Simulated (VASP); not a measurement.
# Tb3SiTe (P4mm) in VASP: further runs, part 2 of 2

VASP 6.6.1.

## Step 3: Relaxation of cell and atoms, PBE

This run uses another cell than the first one, of 32.54 Å³/atom.

INCAR

```
SYSTEM = Tb3SiTe
PREC     = Accurate       ! precision mode
ENCUT    = 500            ! plane-wave cutoff, eV
EDIFF    = 1E-7           ! SCF threshold, eV
ISMEAR   = 0              ! smearing method
SIGMA    = 0.1            ! smearing width, eV
LREAL    = .FALSE.        ! projectors in reciprocal space
LASPH    = .TRUE.         ! aspherical terms in the spheres
NELM     = 200            ! most SCF steps
ALGO     = Normal         ! electronic algorithm
ISIF     = 3              ! what is computed and relaxed
LWAVE    = .FALSE.        ! write WAVECAR
LCHARG   = .FALSE.        ! write CHGCAR
GGA      = PE             ! functional
IBRION   = 2              ! ionic algorithm
NSW      = 100            ! ionic steps
EDIFFG   = -0.01          ! ionic threshold
GGA_COMPAT= .FALSE.      
NELMIN   = 4            
LMAXMIX  = 6              ! l up to which the mixer works
```

KPOINTS

```
regular mesh
0
G
  8 8 8
  0 0 0
```

POSCAR

```
Tb3SiTe
1.0
    5.3784720019      0.0000000000      0.0000000000
    0.0000000000      5.3784720019      0.0000000000
    0.0000000000      0.0000000000      5.6238824050
Tb Si Te
3 1 1
Direct
    0.5000000000      0.5000000000      0.7464052034
    0.5000000000      0.0000000000      0.3361369319
    0.0000000000      0.5000000000      0.3361369319
    0.5000000000      0.5000000000      0.2328854472
    0.0000000000      0.0000000000      0.6410679057
```

Potentials or basis: VASP PAW PBE potentials, release 64 (Tb_3, Si, Te), 4f in core.

Run with:

```console
cat potpaw_PBE.64/Tb_3/POTCAR potpaw_PBE.64/Si/POTCAR potpaw_PBE.64/Te/POTCAR > POTCAR
mpirun -np 1 vasp_std > vasp.out
```

OUTCAR:

```text
SYSTEM = Tb3SiTe
   PREC = Accurate
   ENCUT = 500
   EDIFF = 1E-7
   ISMEAR = 0
   LREAL = .FALSE.
   LASPH = .TRUE.
   NELM = 200
   ISIF = 3
   GGA = PE
   IBRION = 2
   NSW = 100
   EDIFFG = -0.01
   NELMIN = 4

 ion  position               nearest neighbor table
   1  0.500  0.500  0.746-   4 2.74   4 2.89   2 3.54   3 3.54   2 3.54   3 3.54
   2  0.500  0.000  0.336-   4 2.75   4 2.75   5 3.19   5 3.19   1 3.54   1 3.54   3 3.80   3 3.80
                             3 3.80   3 3.80
   3  0.000  0.500  0.336-   4 2.75   4 2.75   5 3.19   5 3.19   1 3.54   1 3.54   2 3.80   2 3.80
                             2 3.80   2 3.80
   4  0.500  0.500  0.233-   1 2.74   2 2.75   3 2.75   2 2.75   3 2.75   1 2.89
   5  0.000  0.000  0.641-   2 3.19   3 3.19   3 3.19   2 3.19

  LATTYP: Found a simple tetragonal cell.
 ALAT       =     5.3784720019
 C/A-ratio  =     1.0456282757

  Lattice vectors:

 A1 = (   5.3784720019,   0.0000000000,   0.0000000000)
 A2 = (   0.0000000000,   5.3784720019,   0.0000000000)
 A3 = (   0.0000000000,   0.0000000000,   5.6238824050)

Analysis of symmetry for initial positions (statically):
=====================================================================
 Subroutine PRICEL returns:
[... 188 lines left out ...]
  in kB        2.6051361      2.6051361      4.3305245      0.0000000      0.0000000      0.0000000
  external PRESSURE =       3.1802656 kB  Pullay stress =       0.0000000 kB
[... 98 lines left out ...]
  FREE ENERGIE OF THE ION-ELECTRON SYSTEM (eV)
  ---------------------------------------------------
  free  energy   TOTEN  =       -24.4591893969 eV

  energy  without entropy=      -24.4358723185  energy(sigma->0) =      -24.44753086

[... ionic steps 4 to 7 ...]

--------------------------------------- Ionic step        8  -------------------------------------------

 number of electron      37.0000006 magnetization

------------------------ aborting loop because EDIFF is reached ----------------------------------------
[... 73 lines left out ...]
--------------------------------------- Ionic step       10  -------------------------------------------

 number of electron      37.0000006 magnetization

 Free energy of the ion-electron system (eV)
  ---------------------------------------------------
  ext. energy  EPLUGINS =         0.00000000
  ---------------------------------------------------
  free energy    TOTEN  =       -24.45980511 eV

  energy without entropy =      -24.43653557  energy(sigma->0) =      -24.44817034

 E-fermi :   3.9841     XC(G=0):  -9.0800

 val. band max:        3.9838279570   @ k =   0.3750   0.1250   0.3750
 cond. band min:       3.9919228531   @ k =   0.3750   0.3750   0.0000
 fundamental gap:      0.0080948960
 Fermi energy:         3.9841153757

 k-point     1 :       0.0000    0.0000    0.0000
  band No.  band energies     occupation
      1     -19.4627      2.00000
      2     -19.4627      2.00000
      3     -19.3104      2.00000
      4     -19.0967      2.00000
      5     -19.0967      2.00000
      6     -19.0692      2.00000
[... 589 lines left out ...]
     21       4.5262      0.00000
     22       4.8688      0.00000

 [... further k-points ...]
[... 5 lines left out ...]
  --------------------------------------------------------------------------------------
  -------------------------------------------------------------------------------------
  Total        0.0381723      0.0381723      0.0196324      0.0000000      0.0000000      0.0000000
  in kB        0.3731825      0.3731825      0.1919310      0.0000000      0.0000000      0.0000000
  external PRESSURE =       0.3127653 kB  Pullay stress =       0.0000000 kB
[... 20 lines left out ...]
  FREE ENERGIE OF THE ION-ELECTRON SYSTEM (eV)
  ---------------------------------------------------
  free  energy   TOTEN  =       -24.4598051075 eV

  energy  without entropy=      -24.4365355703  energy(sigma->0) =      -24.44817034

 reached required accuracy - stopping structural energy minimisation
```

OSZICAR:

```text
N       E                     dE             d eps       ncg     rms          rms(c)
DAV:   1     0.160326523360E+03    0.16033E+03   -0.16347E+04  3324   0.139E+03
DAV:   2    -0.109596343182E+02   -0.17129E+03   -0.16837E+03  3624   0.343E+02
DAV:   3    -0.264357221591E+02   -0.15476E+02   -0.15191E+02  4528   0.625E+01
[... 96 lines left out ...]
DAV:   3    -0.244598074823E+02    0.24855E-04   -0.42286E-05  3930   0.393E-02    0.239E-02
DAV:   4    -0.244598037236E+02    0.37587E-05   -0.17733E-05  4224   0.265E-02    0.931E-03
DAV:   5    -0.244598045842E+02   -0.86062E-06   -0.11109E-06  4132   0.598E-03    0.738E-03
DAV:   6    -0.244598051191E+02   -0.53490E-06   -0.10252E-07  2444   0.184E-03    0.172E-03
DAV:   7    -0.244598051075E+02    0.11647E-07   -0.72042E-08  2106   0.182E-03
  10 F= -.24459805E+02 E0= -.24448170E+02  d E =-.202204E-04
```

Wall time 9 min (1 thread of Intel Xeon 6975P-C (Granite Rapids), shared host); peak memory 0.47 GiB.

Results:

- Free energy: -24.4598 eV
- Relaxed volume: 32.78 Å³/atom
- Relaxed cell: a = 5.388 Å, b = 5.388 Å, c = 5.645 Å, α = 90.00°, β = 90.00°, γ = 90.00°
- Space group after relaxing (to 0.1 Å): P4mm (No. 99)
- Energy gained by relaxing: 0.5 meV/atom
- Ionic steps: 10
- Pressure after relaxing: 0.0 GPa
- Largest force after relaxing: 0.008 eV/Å
- Band gap on the k mesh: zero (an odd number of electrons rules out a gap without spin polarisation)

Forces in eV/Å, atoms in the order of the input:
```
Tb   0.000  0.000  0.005
Tb   0.000  0.000 -0.002
Tb   0.000  0.000 -0.002
Si   0.000  0.000 -0.008
Te   0.000  0.000  0.007
```

The path:
```tsv
step	energy change (eV)	largest force (eV/Å)	pressure (GPa)	volume (Å³)
1	0.0000	0.1237	0.32	162.69
2	-0.0015	0.0499	-0.14	164.21
3	-0.0017	0.0512	-0.05	163.89
4	-0.0019	0.0302	-0.02	163.80
5	-0.0020	0.0215	0.01	163.72
6	-0.0021	0.0209	0.01	163.77
7	-0.0022	0.0221	-0.01	163.93
8	-0.0021	0.0352	-0.06	164.25
9	-0.0023	0.0229	-0.03	164.03
10	-0.0023	0.0080	0.03	163.88
```

Final structure:
```
CELL_PARAMETERS angstrom
5.38831 0.00000 0.00000
0.00000 5.38831 0.00000
0.00000 0.00000 5.64460
ATOMIC_POSITIONS crystal
Tb 0.50000 0.50000 0.74938
Tb 0.50000 0.00000 0.33537
Tb 0.00000 0.50000 0.33537
Si 0.50000 0.50000 0.23420
Te 0.00000 0.00000 0.63830
```

Levels at points of the mesh, in eV from the Fermi level:
```
           k point  band 15  band 16  band 17  band 18  band 19  band 20  band 21  band 22
(0.00, 0.00, 0.00)    -1.40    -1.13    -1.13    -0.97    -0.96    -0.63     0.69     0.69
(0.50, 0.00, 0.00)    -2.68    -1.43    -1.33    -0.53    -0.39     0.33     0.52     0.84
(0.50, 0.50, 0.00)    -2.24    -2.24    -1.68    -0.06    -0.06     0.15     0.43     0.96
(0.00, 0.00, 0.50)    -2.99    -1.24    -1.24    -0.78    -0.13    -0.08     1.05     1.05
(0.50, 0.00, 0.50)    -2.70    -2.46    -1.68     0.18     0.34     0.64     0.96     1.02
(0.50, 0.50, 0.50)    -3.09    -2.84    -2.84     0.40     0.53     0.83     0.83     1.04
```

Caveat: spin-orbit coupling is left out, which moves the levels of the heavy elements; the 4f electrons are frozen in the core, so they carry no moment and show no levels. Spin polarisation is off, so any magnetic state and its effect on volume and gap are missing.
